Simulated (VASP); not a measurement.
# AlN in VASP: single point with PBE

Aim: the single point of AlN with PBE.

Everything below comes from runs of VASP 6.6.1. Logs are shortened: lines on timing, memory, paths and dates and some standing lists are left out, and cuts for length are marked.

## 1. The cell of the first run

The typed cell holds 16 atoms: a = 6.260 Å, b = 6.260 Å, c = 5.017 Å, α = 90.00°, β = 90.00°, γ = 120.00°.

## 2. Single point, PBE

Input file INCAR:

```
ALGO     = Normal         # electronic algorithm
EDIFF    = 1E-6           # SCF threshold, eV
ENCUT    = 700            # plane-wave cutoff, eV
GGA      = PE             # functional
GGA_COMPAT= F            
ISIF     = 2              # what is computed and relaxed
ISMEAR   = -1             # smearing method
ISYM     = -1           
LASPH    = T              # aspherical terms in the spheres
LCHARG   = T              # write CHGCAR
LELF     = T              # ELF
LREAL    = Auto         
LVHAR    = T            
LWAVE    = F              # write WAVECAR
NBANDS   = 46             # bands
NELM     = 120            # most SCF steps
PREC     = Accurate       # precision mode
SIGMA    = 0.01           # smearing width, eV
```

Input file KPOINTS:

```
explicit points
8
Reciprocal
  0.25000000   0.25000000   0.12500000 2
  0.25000000   0.25000000   0.37500000 2
  0.25000000   0.25000000   0.62500000 2
  0.25000000   0.25000000   0.87500000 2
  0.25000000   0.75000000   0.12500000 2
  0.25000000   0.75000000   0.37500000 2
  0.25000000   0.75000000   0.62500000 2
  0.25000000   0.75000000   0.87500000 2
```

Input file POSCAR:

```
AlN
1.0
    6.2595139092      0.0000000618      0.0000000000
   -3.1297570081      5.4208980298      0.0000000000
    0.0000000000      0.0000000000      5.0174032950
Al N
8 8
Direct
    0.3335524029      0.1664661886      0.5000247806
    0.3335524029      0.6664661886      0.5000247806
    0.8335524029      0.1664661886      0.5000247806
    0.8335524029      0.6664661886      0.5000247806
    0.1664661886      0.3335524029      0.0000247806
    0.1664661886      0.8335524029      0.0000247806
    0.6664661886      0.3335524029      0.0000247806
    0.6664661886      0.8335524029      0.0000247806
    0.3319615438      0.1680198647      0.8799752194
    0.1680198647      0.3319615438      0.3799752194
    0.3319615438      0.6680198647      0.8799752194
    0.1680198647      0.8319615438      0.3799752194
    0.8319615438      0.1680198647      0.8799752194
    0.6680198647      0.3319615438      0.3799752194
    0.8319615438      0.6680198647      0.8799752194
    0.6680198647      0.8319615438      0.3799752194
```

Potentials or basis: VASP PAW PBE potentials, release 64 (Al, N).

On the command line:

```bash
cat potpaw_PBE.64/Al/POTCAR potpaw_PBE.64/N/POTCAR > POTCAR
mpirun -np 1 vasp_std > vasp.out
```

OUTCAR:

```text
EDIFF = 1E-6
   ENCUT = 700
   GGA = PE
   ISIF = 2
   ISMEAR = -1
   ISYM = -1
   LASPH = T
   LREAL = Auto
   NELM = 120
   PREC = Accurate

 ion  position               nearest neighbor table
   1  0.334  0.166  0.500-  10 1.89   9 1.91  14 1.91  12 1.91   6 3.09   6 3.09   7 3.09   7 3.09
                             5 3.09   5 3.09   2 3.13   2 3.13   3 3.13   3 3.13   4 3.13   4 3.13
   2  0.334  0.666  0.500-  12 1.89  11 1.91  16 1.91  10 1.91   5 3.09   5 3.09   8 3.09   8 3.09
                             6 3.09   6 3.09   1 3.13   1 3.13   4 3.13   4 3.13   3 3.13   3 3.13
   3  0.834  0.166  0.500-  14 1.89  13 1.91  10 1.91  16 1.91   8 3.09   8 3.09   5 3.09   5 3.09
                             7 3.09   7 3.09   4 3.13   4 3.13   1 3.13   1 3.13   2 3.13   2 3.13
   4  0.834  0.666  0.500-  16 1.89  15 1.91  12 1.91  14 1.91   7 3.09   7 3.09   6 3.09   6 3.09
                             8 3.09   8 3.09   3 3.13   3 3.13   2 3.13   2 3.13   1 3.13   1 3.13
   5  0.166  0.334  0.000-   9 1.89  10 1.91  11 1.91  13 1.91   2 3.09   2 3.09   3 3.09   3 3.09
                             1 3.09   1 3.09   6 3.13   6 3.13   7 3.13   7 3.13   8 3.13   8 3.13
   6  0.166  0.834  0.000-  11 1.89  12 1.91   9 1.91  15 1.91   1 3.09   1 3.09   4 3.09   4 3.09
                             2 3.09   2 3.09   5 3.13   5 3.13   8 3.13   8 3.13   7 3.13   7 3.13
   7  0.666  0.334  0.000-  13 1.89  14 1.91  15 1.91   9 1.91   4 3.09   4 3.09   1 3.09   1 3.09
                             3 3.09   3 3.09   8 3.13   8 3.13   5 3.13   5 3.13   6 3.13   6 3.13
   8  0.666  0.834  0.000-  15 1.89  16 1.91  13 1.91  11 1.91   3 3.09   3 3.09   2 3.09   2 3.09
                             4 3.09   4 3.09   7 3.13   7 3.13   6 3.13   6 3.13   5 3.13   5 3.13
   9  0.332  0.168  0.880-   5 1.89   1 1.91   6 1.91   7 1.91
  10  0.168  0.332  0.380-   1 1.89   5 1.91   3 1.91   2 1.91
  11  0.332  0.668  0.880-   6 1.89   2 1.91   5 1.91   8 1.91
  12  0.168  0.832  0.380-   2 1.89   6 1.91   4 1.91   1 1.91
  13  0.832  0.168  0.880-   7 1.89   3 1.91   8 1.91   5 1.91
  14  0.668  0.332  0.380-   3 1.89   7 1.91   1 1.91   4 1.91
  15  0.832  0.668  0.880-   8 1.89   4 1.91   7 1.91   6 1.91
  16  0.668  0.832  0.380-   4 1.89   8 1.91   2 1.91   3 1.91

IMPORTANT INFORMATION: All symmetrisations will be switched off!
NOSYMM: (Re-)initialisation of all symmetry stuff for point group C_1.

----------------------------------------------------------------------------------------

                                     Primitive cell

  volume of cell :     170.2515

  direct lattice vectors                    reciprocal lattice vectors
     6.259513909  0.000000062  0.000000000     0.159756813  0.092235641  0.000000000
    -3.129757008  5.420898030  0.000000000    -0.000000002  0.184471279  0.000000000
     0.000000000  0.000000000  5.017403295     0.000000000  0.000000000  0.199306283

  length of vectors
     6.259513909  6.259513909  5.017403295     0.184471279  0.184471279  0.199306283

  position of ions in fractional coordinates (direct lattice)
     0.333552403  0.166466189  0.500024781
     0.333552403  0.666466189  0.500024781
     0.833552403  0.166466189  0.500024781
     0.833552403  0.666466189  0.500024781
     0.166466189  0.333552403  0.000024781
     0.166466189  0.833552403  0.000024781
[... 8 lines left out ...]
     0.831961544  0.668019865  0.879975219
     0.668019865  0.831961544  0.379975219

  ion indices of the primitive-cell ions
   primitive index   ion index
                 1           1
                 2           2
                 3           3
                 4           4
                 5           5
                 6           6
[... 8 lines left out ...]
                15          15
                16          16

----------------------------------------------------------------------------------------

 KPOINTS: explicit points

Read explicit list of k-points.

 Found      8 k-points:

 Following reciprocal coordinates:
            Coordinates               Weight
  0.250000  0.250000  0.125000      0.125000
  0.250000  0.250000  0.375000      0.125000
  0.250000  0.250000  0.625000      0.125000
  0.250000  0.250000  0.875000      0.125000
  0.250000  0.750000  0.125000      0.125000
  0.250000  0.750000  0.375000      0.125000
  0.250000  0.750000  0.625000      0.125000
  0.250000  0.750000  0.875000      0.125000
   k-points           NKPTS =      8   k-points in BZ     NKDIM =      8   number of bands    NBANDS=     46
   number of dos      NEDOS =    301   number of ions     NIONS =     16
   total plane-waves  NPLWV = 139968
   dimension x,y,z NGX =    54 NGY =   54 NGZ =   48
   dimension x,y,z NGXF=   108 NGYF=  108 NGZF=   96
   ions per type =               8   8
   NGX,Y,Z   is equivalent  to a cutoff of  14.34, 14.34, 15.90 a.u.
   NGXF,Y,Z  is equivalent  to a cutoff of  28.68, 28.68, 31.81 a.u.
 SYSTEM =  unknown system
   PREC   = accura    normal or accurate (medium, high low for compatibility)
   ISTART =      0    job   : 0-new  1-cont  2-samecut
   ICHARG =      2    charge: 1-file 2-atom 10-const
   ISPIN  =      1    spin polarized calculation?
   LNONCOLLINEAR =      F non collinear calculations
   LSORBIT =      F    spin-orbit coupling
   LASPH  =      T    aspherical Exc in radial PAW
   ENCUT  =  700.0 eV  51.45 Ry    7.17 a.u.  13.50 13.50 10.82*2*pi/ulx,y,z
   NELM   =    120;   NELMIN=  2; NELMDL= -5     # of ELM steps
   EDIFF  = 0.1E-05   stopping-criterion for ELM
   LREAL  =      T    real-space projection
   EDIFFG = 0.1E-04   stopping-criterion for IOM
   NSW    =      0    number of steps for IOM
   IBRION =     -1    ionic relax: 0-MD 1-quasi-New 2-CG
   NFREE  =      0    steps in history (QN), initial steepest desc. (CG)
   ISIF   =      2    stress and relaxation
   ISYM   =     -1    0-nonsym 1-usesym 2-fastsym
   POTIM  = 0.5000    time-step for ionic-motion
   TEBEG  =    0.0;   TEEND  =   0.0 temperature during run
   PSTRESS=    0.0 pullay stress
   NELECT =      64.0000    total number of electrons
   NUPDOWN=      -1.0000    fix difference up-down
   EMIN   =  10.00;   EMAX   =-10.00  energy-range for DOS
   EFERMI =   0.00;   METHOD = LEGACY
   ISMEAR =    -1;   SIGMA  =   0.01  broadening in eV -4-tet -1-fermi 0-gaus
   EFERMI_NEDOS =   21; number of points for ismear=-14 and -15
   IALGO  =     38    algorithm
   IMIX   =      4    mixing-type and parameters
     AMIX     =   0.40;   BMIX     =  1.00
     AMIX_MAG =   1.60;   BMIX_MAG =  1.00
  volume/ion in A,a.u.               =      10.64        71.81
  Fermi-wavevector in a.u.,A,eV,Ry     =   1.181511  2.232733 18.993310  1.395969
  Thomas-Fermi vector in A             =   2.317783
   LORBIT       =      0    0 simple, 1 ext, 2 COOP (PROOUT), +10 PAW based schemes
   GGA     = PE    functional components
   LHFCALC =     F    Hartree Fock is set to
   AEXX    =    0.0000 exact exchange contribution
   IVDW    =     0    specifies the selected vdW correction
   LEPSILON=     F    determine dielectric tensor
   LRPA    =     F    only Hartree local field effects (RPA)
 non-spin polarized calculation
  energy-cutoff  :      700.00
  volume of cell :      170.25
 maximum number of plane-waves:      7170
 NGX is ok and might be reduce to    54
   NGX = 27   NGY = 27   NGZ = 21

 number of electron      64.0000004 magnetization

 Free energy of the ion-electron system (eV)
  ---------------------------------------------------
  ext. energy  EPLUGINS =         0.00000000
  ---------------------------------------------------
  free energy    TOTEN  =      -119.18530458 eV

  energy without entropy =     -119.18530458  energy(sigma->0) =     -119.18530458

 E-fermi :   6.0076     XC(G=0): -10.8302

 val. band max:        5.7306240698   @ k =   0.2500   0.7500   0.1250
 cond. band min:      11.0240062934   @ k =   0.2500   0.7500   0.1250
 fundamental gap:      5.2933822236
 Fermi energy:         6.0076444165

 k-point     1 :       0.2500    0.2500    0.1250
  band No.  band energies     occupation
      1      -8.4929      2.00000
      2      -7.8577      2.00000
      3      -7.8577      2.00000
      4      -6.8276      2.00000
      5      -6.8233      2.00000
      6      -6.5753      2.00000
[... 36 lines left out ...]
     43      14.4480      0.00000
     44      14.9342      0.00000

 k-point     2 :       0.2500    0.2500    0.3750
  band No.  band energies     occupation
      1      -8.0855      2.00000
      2      -7.5201      2.00000
      3      -7.5201      2.00000
      4      -7.4102      2.00000
      5      -6.9906      2.00000
      6      -6.9906      2.00000
[... 36 lines left out ...]
     43      14.8149      0.00000
     44      14.8818      0.00000

 k-point     3 :       0.2500    0.2500    0.6250
  band No.  band energies     occupation
      1      -8.0855      2.00000
      2      -7.5201      2.00000
      3      -7.5201      2.00000
      4      -7.4102      2.00000
      5      -6.9906      2.00000
      6      -6.9906      2.00000
[... 36 lines left out ...]
     43      14.8149      0.00000
     44      14.8818      0.00000

 k-point     4 :       0.2500    0.2500    0.8750
  band No.  band energies     occupation
      1      -8.4929      2.00000
      2      -7.8577      2.00000
      3      -7.8577      2.00000
      4      -6.8276      2.00000
      5      -6.8233      2.00000
      6      -6.5753      2.00000
[... 36 lines left out ...]
     43      14.4480      0.00000
     44      14.9342      0.00000

 k-point     5 :       0.2500    0.7500    0.1250
  band No.  band energies     occupation
      1      -8.8543      2.00000
      2      -7.5996      2.00000
      3      -7.2178      2.00000
      4      -7.2177      2.00000
      5      -7.0218      2.00000
      6      -6.5360      2.00000
[... 36 lines left out ...]
     43      14.4978      0.00000
     44      15.5128      0.00000

 k-point     6 :       0.2500    0.7500    0.3750
  band No.  band energies     occupation
      1      -8.4190      2.00000
      2      -7.6832      2.00000
      3      -7.3056      2.00000
      4      -6.9974      2.00000
      5      -6.9973      2.00000
      6      -6.8643      2.00000
[... 36 lines left out ...]
     43      14.9489      0.00000
     44      15.1069      0.00000

 k-point     7 :       0.2500    0.7500    0.6250
  band No.  band energies     occupation
      1      -8.4190      2.00000
      2      -7.6832      2.00000
      3      -7.3056      2.00000
      4      -6.9974      2.00000
      5      -6.9973      2.00000
      6      -6.8643      2.00000
[... 36 lines left out ...]
     43      14.9489      0.00000
     44      15.1069      0.00000

 k-point     8 :       0.2500    0.7500    0.8750
  band No.  band energies     occupation
      1      -8.8543      2.00000
      2      -7.5996      2.00000
      3      -7.2178      2.00000
      4      -7.2177      2.00000
      5      -7.0218      2.00000
      6      -6.5360      2.00000
[... 36 lines left out ...]
     43      14.4978      0.00000
     44      15.5131      0.00000
 [bands above 44 left out]

------------------------ aborting loop because EDIFF is reached ----------------------------------------

  FORCE on cell =-STRESS in cart. coord.  units (eV):
  Direction    XX          YY          ZZ          XY          YZ          ZX
  --------------------------------------------------------------------------------------
  -------------------------------------------------------------------------------------
  Total       -0.3267459     -0.9990958      0.5253040     -0.5822549     -0.0036822     -0.0021182
  in kB       -3.0748917     -9.4021427      4.9434529     -5.4793980     -0.0346516     -0.0199335
  external PRESSURE =      -2.5111939 kB  Pullay stress =       0.0000000 kB

 VOLUME and BASIS-vectors are now :
 -----------------------------------------------------------------------------
  energy-cutoff  :      700.00
  volume of cell :      170.25
      direct lattice vectors                 reciprocal lattice vectors
     6.259513909  0.000000062  0.000000000     0.159756813  0.092235641  0.000000000
    -3.129757008  5.420898030  0.000000000    -0.000000002  0.184471279  0.000000000
     0.000000000  0.000000000  5.017403295     0.000000000  0.000000000  0.199306283

 POSITION                                       TOTAL-FORCE (eV/Angst)
 -----------------------------------------------------------------------------------
      1.56688      0.90240      2.50883         0.127640     -0.075514     -0.088670
      0.00200      3.61285      2.50883         0.127730     -0.075828     -0.088749
      4.69663      0.90240      2.50883         0.127816     -0.075510     -0.088669
      3.13176      3.61285      2.50883         0.127741     -0.075721     -0.088568
     -0.00194      1.80815      0.00012        -0.129367      0.072726     -0.088579
     -1.56682      4.51860      0.00012        -0.129463      0.072828     -0.088833
[... 8 lines left out ...]
      3.11694      3.62127      4.41519         0.200255     -0.113718      0.088665
      1.57764      4.50998      1.90649        -0.198664      0.116549      0.088698
 -----------------------------------------------------------------------------------
    total drift:                               -0.000243     -0.000513      0.013461

  FREE ENERGIE OF THE ION-ELECTRON SYSTEM (eV)
  ---------------------------------------------------
  free  energy   TOTEN  =      -119.1853045798 eV

  energy  without entropy=     -119.1853045798  energy(sigma->0) =     -119.18530458
```

It took 2.3 min on 1 thread of Intel Xeon Platinum 8488C (Sapphire Rapids), shared host; peak memory 0.35 GiB.

Results:

| Item | Value |
| --- | --- |
| Free energy | -119.1853 eV |
| Pressure | -0.3 GPa |
| Largest force | 0.247 eV/Å |
| Band gap on the k mesh | 5.29 eV |

Forces on the atoms (eV/Å):
```
Al   0.128 -0.076 -0.089
Al   0.128 -0.076 -0.089
Al   0.128 -0.076 -0.089
Al   0.128 -0.076 -0.089
Al  -0.129  0.073 -0.089
Al  -0.129  0.073 -0.089
Al  -0.129  0.073 -0.089
Al  -0.129  0.073 -0.089
N    0.200 -0.114  0.089
N   -0.199  0.117  0.089
N    0.200 -0.114  0.089
N   -0.199  0.117  0.089
N    0.200 -0.114  0.089
N   -0.199  0.117  0.089
N    0.200 -0.114  0.089
N   -0.199  0.117  0.089
```

Stress tensor (GPa, compression positive):
```
-0.31 -0.55  0.00
-0.55 -0.94  0.00
 0.00  0.00  0.49
```

Levels at points of the mesh, in eV from the valence-band top:
```csv
k point,band 29,band 30,band 31,band 32,band 33,band 34,band 35,band 36
"(0.25, 0.25, 0.12)",-0.49,-0.48,-0.37,-0.11,5.63,6.23,6.65,6.66
```

Caveat: a shifted mesh leaves out Γ, where band edges can lie.
